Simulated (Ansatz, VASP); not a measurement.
# Two plane-wave programs on Sc

```
CELL_PARAMETERS angstrom
5.59463 0.00000 0.00000
-2.79732 4.84509 0.00000
0.00000 0.00000 5.13033
ATOMIC_POSITIONS crystal
Sc 0.00000 0.50000 0.43441
Sc 0.50000 0.00000 0.43441
Sc 0.50000 0.50000 0.43441
Sc 0.33333 0.66667 0.66667
Sc 0.66667 0.33333 0.66667
```

Alike in both runs: task relaxation of cell and atoms; functional PBE; k mesh 6 × 6 × 4; occupations gaussian, width 0.1 eV; no spin polarisation.

|  | VASP | Ansatz |
| --- | --- | --- |
| version | VASP 6.6.1 | Ansatz 0.2.0 |
| potentials or method | VASP PAW PBE potentials, release 64 (Sc_sv), cutoff 600 eV | scalar-relativistic, plane waves, PAW |
| valence electrons in the cell | 55 | 55 |

```csv
,VASP,Ansatz,Ansatz less VASP
"gap on the k mesh at the Fermi level, each at its own relaxed structure (eV)",none,none,-
relaxed volume (Å³/atom),34.53,34.55,+0.023
relaxed cell length with the largest relative difference (Å),5.447,5.441,-0.0056
```

A gap of «none» marks a metal or a gap that the smearing closes.

Noted on VASP's run: the volume moved by over 15 % at a fixed basis, so the end points are rough.
